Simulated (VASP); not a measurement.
# W (R-3m) in VASP: a series of runs, part 2 of 2

VASP 6.6.1. Earlier steps stand in the parts before.

### Step 4. Single point, LDA

This run uses another cell than the first one, of the same volume but with other edges.

INCAR

```
SYSTEM = W
ALGO = Fast ; EDIFF = 1E-6
ENCUT = 520 ; ISIF = 2
ISMEAR = 0 ; LASPH = .True.
LCHARG = .False. ; LREAL = .False.
LWAVE = .False. ; NBANDS = 13
NELM = 100 ; PREC = Accurate
SIGMA = 0.15
```

KPOINTS

```
k-points
0
Gamma
  20 20 20
  0 0 0
```

POSCAR

```
W
1.0
   -1.6256264961      1.5523972520      1.5523972520
    1.5523972520     -1.6256264961      1.5523972520
    1.5523972520      1.5523972520     -1.6256264961
W
1
Direct
    0.0000000000      0.0000000000      0.0000000000
```

Potentials or basis: VASP PAW LDA potentials, release 64 (W_sv).

Launch:

```console
> cat potpaw_LDA.64/W_sv/POTCAR > POTCAR
> mpirun -np 1 vasp_std > vasp.out
```

OUTCAR:

```text
SYSTEM = W
   EDIFF = 1E-6
   ENCUT = 520
   ISIF = 2
   ISMEAR = 0
   LASPH = .True.
   LREAL = .False.
   NELM = 100
   PREC = Accurate

 ion  position               nearest neighbor table
   1  0.000  0.000  0.000-

  LATTYP: Found a trigonal (rhomboedric) cell.
 ALAT       =     2.7317642579
 COS(alpha) =    -0.3534051958

  Lattice vectors:

 A1 = (  -1.6256264961,   1.5523972520,   1.5523972520)
 A2 = (   1.5523972520,  -1.6256264961,   1.5523972520)
 A3 = (   1.5523972520,   1.5523972520,  -1.6256264961)

Analysis of symmetry for initial positions (statically):
=====================================================================
 Subroutine PRICEL returns:
 Original cell was already a primitive cell.

 Routine SETGRP: Setting up the symmetry group for a
 trigonal (rhombohedral) supercell.

 Subroutine GETGRP returns: Found 12 space group operations
 (whereof 12 operations were pure point group operations)
 out of a pool of 12 trial point group operations.

The static configuration has the point symmetry D_3d.

Analysis of symmetry for dynamics (positions and initial velocities):
=====================================================================
 Subroutine PRICEL returns:
 Original cell was already a primitive cell.

 Routine SETGRP: Setting up the symmetry group for a
 trigonal (rhombohedral) supercell.

 Subroutine GETGRP returns: Found 12 space group operations
 (whereof 12 operations were pure point group operations)
 out of a pool of 12 trial point group operations.

The dynamic configuration has the point symmetry D_3d.

 Subroutine INISYM returns: Found 12 space group operations
 (whereof 12 operations are pure point group operations),
 and found     1 'primitive' translations

----------------------------------------------------------------------------------------

                                     Primitive cell

  volume of cell :      14.9394

  direct lattice vectors                    reciprocal lattice vectors
    -1.625626496  1.552397252  1.552397252     0.015577936  0.330238895  0.330238895
     1.552397252 -1.625626496  1.552397252     0.330238895  0.015577936  0.330238895
     1.552397252  1.552397252 -1.625626496     0.330238895  0.330238895  0.015577936

  length of vectors
     2.731764258  2.731764258  2.731764258     0.467288056  0.467288056  0.467288056

  position of ions in fractional coordinates (direct lattice)
     0.000000000  0.000000000  0.000000000

  ion indices of the primitive-cell ions
   primitive index   ion index
                 1           1

----------------------------------------------------------------------------------------

 KPOINTS: k-points

Automatic generation of k-mesh.
 Grid dimensions read from file:
 generate k-points for:   20   20   20

 Generating k-lattice:

  Cartesian coordinates                     Fractional coordinates (reciprocal lattice)
     0.000778897  0.016511945  0.016511945     0.050000000  0.000000000  0.000000000
     0.016511945  0.000778897  0.016511945     0.000000000  0.050000000  0.000000000
     0.016511945  0.016511945  0.000778897     0.000000000  0.000000000  0.050000000

  Length of vectors
     0.023364403  0.023364403  0.023364403

  Shift w.r.t. Gamma in fractional coordinates (k-lattice)
     0.000000000  0.000000000  0.000000000

 Subroutine IBZKPT returns following result:
 ===========================================

 Found    781 irreducible k-points:

 Following reciprocal coordinates:
            Coordinates               Weight
  0.000000  0.000000  0.000000      1.000000
  0.050000  0.000000  0.000000      6.000000
  0.100000  0.000000  0.000000      6.000000
  0.150000  0.000000  0.000000      6.000000
  0.200000  0.000000  0.000000      6.000000
  0.250000  0.000000  0.000000      6.000000
[... 16 lines left out ...]
 -0.400000  0.050000 -0.000000     12.000000
 -0.350000  0.050000 -0.000000     12.000000
 [... further k-points ...]
   k-points           NKPTS =    781   k-points in BZ     NKDIM =    781   number of bands    NBANDS=     13
   number of dos      NEDOS =    301   number of ions     NIONS =      1
   total plane-waves  NPLWV =   8000
   dimension x,y,z NGX =    20 NGY =   20 NGZ =   20
   dimension x,y,z NGXF=    40 NGYF=   40 NGZF=   40
   ions per type =               1
   NGX,Y,Z   is equivalent  to a cutoff of  12.17, 12.17, 12.17 a.u.
   NGXF,Y,Z  is equivalent  to a cutoff of  24.34, 24.34, 24.34 a.u.
 SYSTEM =  W
   PREC   = accura    normal or accurate (medium, high low for compatibility)
   ISTART =      0    job   : 0-new  1-cont  2-samecut
   ICHARG =      2    charge: 1-file 2-atom 10-const
   ISPIN  =      1    spin polarized calculation?
   LNONCOLLINEAR =      F non collinear calculations
   LSORBIT =      F    spin-orbit coupling
   LASPH  =      T    aspherical Exc in radial PAW
   ENCUT  =  520.0 eV  38.22 Ry    6.18 a.u.   5.08  5.08  5.08*2*pi/ulx,y,z
   NELM   =    100;   NELMIN=  2; NELMDL= -5     # of ELM steps
   EDIFF  = 0.1E-05   stopping-criterion for ELM
   LREAL  =      F    real-space projection
   EDIFFG = 0.1E-04   stopping-criterion for IOM
   NSW    =      0    number of steps for IOM
   IBRION =     -1    ionic relax: 0-MD 1-quasi-New 2-CG
   NFREE  =      0    steps in history (QN), initial steepest desc. (CG)
   ISIF   =      2    stress and relaxation
   ISYM   =      2    0-nonsym 1-usesym 2-fastsym
   POTIM  = 0.5000    time-step for ionic-motion
   TEBEG  =    0.0;   TEEND  =   0.0 temperature during run
   PSTRESS=    0.0 pullay stress
   NELECT =      14.0000    total number of electrons
   NUPDOWN=      -1.0000    fix difference up-down
   EMIN   =  10.00;   EMAX   =-10.00  energy-range for DOS
   EFERMI =   0.00;   METHOD = LEGACY
   ISMEAR =     0;   SIGMA  =   0.15  broadening in eV -4-tet -1-fermi 0-gaus
   EFERMI_NEDOS =   21; number of points for ismear=-14 and -15
   IALGO  =     68    algorithm
   IMIX   =      4    mixing-type and parameters
     AMIX     =   0.40;   BMIX     =  1.00
     AMIX_MAG =   1.60;   BMIX_MAG =  1.00
  volume/ion in A,a.u.               =      14.94       100.82
  Fermi-wavevector in a.u.,A,eV,Ry     =   1.602041  3.027418 34.919827  2.566535
  Thomas-Fermi vector in A             =   2.698924
   LORBIT       =      0    0 simple, 1 ext, 2 COOP (PROOUT), +10 PAW based schemes
   GGA     = CA    functional components
   LHFCALC =     F    Hartree Fock is set to
   AEXX    =    0.0000 exact exchange contribution
   IVDW    =     0    specifies the selected vdW correction
   LEPSILON=     F    determine dielectric tensor
   LRPA    =     F    only Hartree local field effects (RPA)
 non-spin polarized calculation
 RMM-DIIS sequential band-by-band and
 Gauss-broadening in eV      SIGMA  =   0.15
  energy-cutoff  :      520.00
  volume of cell :       14.94
 maximum number of plane-waves:       419
   NGX = 11   NGY = 11   NGZ = 11

 number of electron      14.0000002 magnetization

 Free energy of the ion-electron system (eV)
  ---------------------------------------------------
  ext. energy  EPLUGINS =         0.00000000
  ---------------------------------------------------
  free energy    TOTEN  =       -14.02587027 eV

  energy without entropy =      -14.02168420  energy(sigma->0) =      -14.02377723

 E-fermi :  12.2813     XC(G=0): -14.1598

 val. band max:       12.2801265955   @ k =  -0.1500   0.3000   0.1000
 cond. band min:      12.2972318934   @ k =  -0.1500  -0.2500   0.1000
 fundamental gap:      0.0171052979
 Fermi energy:        12.2812817937

 k-point     1 :       0.0000    0.0000    0.0000
  band No.  band energies     occupation
      1     -61.4838      2.00000
      2     -25.2743      2.00000
      3     -25.2743      2.00000
      4     -24.9787      2.00000
      5       2.3523      2.00000
      6       9.9380      2.00000
      7      11.1440      2.00000
      8      11.1440      2.00000
      9      14.7319      0.00000
     10      14.7319      0.00000
     11      26.0278      0.00000
     12      27.4003      0.00000
     13      27.4003      0.00000
[... 353 lines left out ...]
 k-point    24 :      -0.3500    0.0500   -0.0000
  band No.  band energies     occupation
      1     -61.3251      2.00000
      2     -26.3811      2.00000
      3     -25.6432      2.00000
      4     -25.2729      2.00000
      5       5.7217      2.00000
      6       9.0714      2.00000
      7      10.8476      2.00000
      8      13.8403      0.00000
      9      14.7868      0.00000
     10      15.6862      0.00000
     11      25.8833      0.00000
     12      27.9634      0.00000
     13      33.9742      0.00000

 [... further k-points ...]

------------------------ aborting loop because EDIFF is reached ----------------------------------------

  FORCE on cell =-STRESS in cart. coord.  units (eV):
  Direction    XX          YY          ZZ          XY          YZ          ZX
  --------------------------------------------------------------------------------------
  -------------------------------------------------------------------------------------
  Total        1.3888810      1.3888810      1.3888810      0.9265507      0.9265507      0.9265507
  in kB      148.9511472    148.9511472    148.9511472     99.3683263     99.3683263     99.3683263
  external PRESSURE =     148.9511472 kB  Pullay stress =       0.0000000 kB

 VOLUME and BASIS-vectors are now :
 -----------------------------------------------------------------------------
  energy-cutoff  :      520.00
  volume of cell :       14.94
      direct lattice vectors                 reciprocal lattice vectors
    -1.625626496  1.552397252  1.552397252     0.015577936  0.330238895  0.330238895
     1.552397252 -1.625626496  1.552397252     0.330238895  0.015577936  0.330238895
     1.552397252  1.552397252 -1.625626496     0.330238895  0.330238895  0.015577936

 POSITION                                       TOTAL-FORCE (eV/Angst)
 -----------------------------------------------------------------------------------
      0.00000      0.00000      0.00000         0.000000     -0.000000     -0.000000
 -----------------------------------------------------------------------------------
    total drift:                                0.000000     -0.000000      0.000000

  FREE ENERGIE OF THE ION-ELECTRON SYSTEM (eV)
  ---------------------------------------------------
  free  energy   TOTEN  =       -14.0258702662 eV

  energy  without entropy=      -14.0216842030  energy(sigma->0) =      -14.02377723
```

OSZICAR:

```text
N       E                     dE             d eps       ncg     rms          rms(c)
DAV:   1     0.827073318938E+02    0.82707E+02   -0.74869E+03 20492   0.123E+03
DAV:   2    -0.130607863654E+02   -0.95768E+02   -0.91965E+02 22696   0.317E+02
DAV:   3    -0.146462877000E+02   -0.15855E+01   -0.15810E+01 22341   0.395E+01
DAV:   4    -0.146520927306E+02   -0.58050E-02   -0.58049E-02 22591   0.264E+00
DAV:   5    -0.146521363678E+02   -0.43637E-04   -0.43638E-04 22711   0.216E-01    0.237E+01
RMM:   6    -0.141647958780E+02    0.48734E+00   -0.34082E-01 22011   0.531E+00    0.102E+01
RMM:   7    -0.140300996790E+02    0.13470E+00   -0.24605E-01 22185   0.450E+00    0.591E-01
RMM:   8    -0.140258945166E+02    0.42052E-02   -0.98472E-03 25330   0.113E+00    0.182E-01
RMM:   9    -0.140258618784E+02    0.32638E-04   -0.14962E-03 24614   0.470E-01    0.410E-02
RMM:  10    -0.140258730373E+02   -0.11159E-04   -0.18106E-04 26769   0.172E-01    0.242E-02
RMM:  11    -0.140258690859E+02    0.39514E-05   -0.47553E-05 25529   0.840E-02    0.419E-03
RMM:  12    -0.140258701752E+02   -0.10893E-05   -0.12031E-05 23213   0.402E-02    0.163E-03
RMM:  13    -0.140258702662E+02   -0.90996E-07   -0.12340E-06 17008   0.130E-02
   1 F= -.14025870E+02 E0= -.14023777E+02  d E =-.418606E-02
```

stdout:

```text
POSCAR found type information on POSCAR W
 POSCAR found :  1 types and       1 ions
 scaLAPACK will be used
 LDA part: xc-table for (Slater(with rela. corr.)+CA(PZ))
 , standard interpolation
 POSCAR, INCAR and KPOINTS ok, starting setup
 FFT: planning ... GRIDC
 FFT: planning ... GRID_SOFT
 FFT: planning ... GRID
 WAVECAR not read
 entering main loop
WARNING in EDDRMM: call to ZHEGV failed, returncode =   8  4     11
WARNING in EDDRMM: call to ZHEGV failed, returncode =   6  3     13
WARNING in EDDRMM: call to ZHEGV failed, returncode =   8  4     13
WARNING in EDDRMM: call to ZHEGV failed, returncode =   6  3     11
```

Run time: 96 s. Hardware: 1 thread of Intel Xeon Platinum 8559C (Emerald Rapids), shared host; peak memory 0.24 GiB.

Results:

| Item | Value |
| --- | --- |
| Free energy | -14.0259 eV |
| Pressure | 14.9 GPa |
| Band gap on the k mesh | zero (bands 7 and 8 overlap by 6.13 eV) |

Levels at points of the mesh, in eV from the Fermi level:
```tsv
k point	band 4	band 5	band 6	band 7	band 8	band 9	band 10	band 11
(0.00, 0.00, 0.00)	-37.26	-9.93	-2.34	-1.14	-1.14	2.45	2.45	13.75
(0.50, 0.00, 0.00)	-37.53	-6.70	-3.84	1.44	1.88	2.73	6.76	11.29
(0.50, 0.50, 0.00)	-37.34	-6.76	-4.17	0.59	2.66	3.68	6.25	11.28
(0.50, 0.50, 0.50)	-38.45	-6.43	-6.43	4.93	4.93	6.56	8.47	8.47
```

Caveat: the cell stands under pressure; spin-orbit coupling is left out, which moves the levels of the heavy elements.

### Step 5. Overview

| cell | further INCAR settings | gap on the mesh (eV) | pressure (GPa) |
| --- | --- | --- | --- |
| a = 2.668 Å, angles 108.8°, 1 atom | ALGO = Fast; EDIFF = 1e-07; NBANDS = 13 | none | 13.2 |
| a = 2.710 Å, angles 110.1°, 1 atom | ALGO = Fast; EDIFF = 1e-06; NBANDS = 13 | none | 13.2 |
| a = 2.732 Å, angles 110.7°, 1 atom | ALGO = Fast; EDIFF = 1e-06; NBANDS = 13 | none | 14.9 |

Alike in all rows: task single point; level LDA; potentials or basis VASP PAW LDA potentials, release 64 (W_sv); no spin polarisation; k mesh 20 × 20 × 20; cutoff (eV) 520; smearing gaussian 0.15 eV.

Caveats: the cell stands under pressure; spin-orbit coupling is left out, which moves the levels of the heavy elements.

Absolute energies hang on the potentials; compare differences alone.
